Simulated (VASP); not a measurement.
Wanted: the native input for a VASP 6.6.1 run.

* Task: single point
* Functional: PBE
* Potentials or basis: VASP PAW PBE potentials, release 64 (Ba_sv, F, Na_pv)
* Cutoff: 520 eV
* k mesh: 1 × 1 × 1
* Occupations: fermi-dirac, width 0.05 eV
* Spin: no spin polarisation
* Dipole correction: no
* Further INCAR settings: LREAL = Auto; ALGO = Normal; EDIFF = 1e-06; NBANDS = 105; ISYM = 0

The structure of Ba5Na4F14 lies in POSCAR:

```
Ba5Na4F14
1.0
    7.5902190000      0.3427840000      0.0528720000
    0.3427840000      7.5783980000     -0.1247070000
    0.0528720000     -0.1247070000      7.4653180000
Ba F Na
5 14 4
Direct
    0.6686132805      0.2984851794      0.5253788613
    0.8352888135      0.3648159875      0.0445395249
    0.3017678124      0.9804063856      0.3208237709
    0.0116765629      0.8486121665      0.7809929214
    0.8158026387      0.7916759667      0.3218235871
    0.3547996006      0.8679579633     -0.0465609812
    0.0204075153      0.4776933625      0.2844009753
    0.8232491994      0.5811958870      0.6369843004
    0.7711761764      0.7135678459      0.9743397774
    0.5406822934      0.3778318455      0.8536516893
    0.2229063301      0.7104069168      0.5300350517
    0.8365321302      0.1316991898      0.8150922284
    0.5669215873      0.9390306225      0.5984703416
    0.0261832919     -0.0439721458      0.1177944466
   -0.0254210644      0.0650323245      0.4610078296
    0.5887972308      0.5381719988      0.2928453856
    0.1369510578      0.4242661800      0.8817676737
    0.6214253105      0.1012106594      0.2076412122
    0.3317235515      0.2847979426      0.4498679640
    0.5451009320      0.6708975214      0.7960283863
    0.5308861867      0.0627955792      0.8752129559
    0.2977215991      0.4922194315      0.1552034451
    0.1212869003      0.4445804045      0.5717358065
```

The input as run:

INCAR

```
ALGO = Normal ; EDIFF = 1E-6
ENCUT = 520 ; GGA = PE
ISIF = 2 ; ISMEAR = -1
ISYM = 0 ; LASPH = True
LCHARG = False ; LREAL = Auto
LWAVE = False ; NBANDS = 105
NELM = 80 ; PREC = Accurate
SIGMA = 0.05
```

KPOINTS

```
k-points
0
Gamma
  1 1 1
```

Potentials or basis: VASP PAW PBE potentials, release 64 (Ba_sv, F, Na_pv).

Command:

```sh
$ cat potpaw_PBE.64/Ba_sv/POTCAR potpaw_PBE.64/F/POTCAR potpaw_PBE.64/Na_pv/POTCAR > POTCAR
$ mpirun -np 1 vasp_gam > vasp.out
```

It gave:

* Pressure: 0.3 GPa
* Largest force: 1.007 eV/Å

Caveat: the k points lie up to 0.84 Å⁻¹ apart, too coarse for converged energies, forces and pressures; the atoms stand as in a frame of molecular dynamics.

Wall time 85 s on 1 thread of Intel(R) Xeon(R) Platinum 8259CL CPU @ 2.50GHz (Skylake/Cascade Lake), on a shared host, peak memory 0.43 GiB.
